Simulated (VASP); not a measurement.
Input of a VASP 6.6.1 run:

Contents of INCAR:

```
SYSTEM = Ru2Pt
PREC = Accurate
ENCUT = 520
EDIFF = 1E-6
ISMEAR = 0
SIGMA = 0.1
LREAL = .False.
LASPH = .True.
NELM = 100
ALGO = Normal
ISIF = 2
LWAVE = .False.
LCHARG = .False.
GGA = PE
NBANDS = 26
```

File KPOINTS:

```
Automatic mesh
0
Gamma
  6 6 6
  0 0 0
```

File POSCAR:

```
Ru2Pt
1.0
   -1.9051500300      1.9051500300      2.3888325400
    1.9051500300     -1.9051500300      2.3888325400
    1.9051500300      1.9051500300     -2.3888325400
Ru Pt
2 1
Direct
    0.7500000000      0.2500000000      0.5000000000
    0.2500000000      0.7500000000      0.5000000000
    0.0000000000      0.0000000000      0.0000000000
```

Potentials or basis: VASP PAW PBE potentials, release 64 (Ru_pv, Pt).

Command:

```bash
$ cat potpaw_PBE.64/Ru_pv/POTCAR potpaw_PBE.64/Pt/POTCAR > POTCAR
$ mpirun -np 1 vasp_std > vasp.out
```

Predict the band gap on the k mesh.

zero (band 19 reaches 17.97 eV, above the bottom of band 20 at 15.57 eV).

Predict the pressure.

224.3 GPa.

Stress tensor (GPa, compression positive):
```
223.81   0.00   0.00
  0.00 223.81   0.00
  0.00   0.00 225.24
```

Caveat: the k points lie up to 0.39 Å⁻¹ apart; spin-orbit coupling is left out, which moves the levels of the heavy elements.
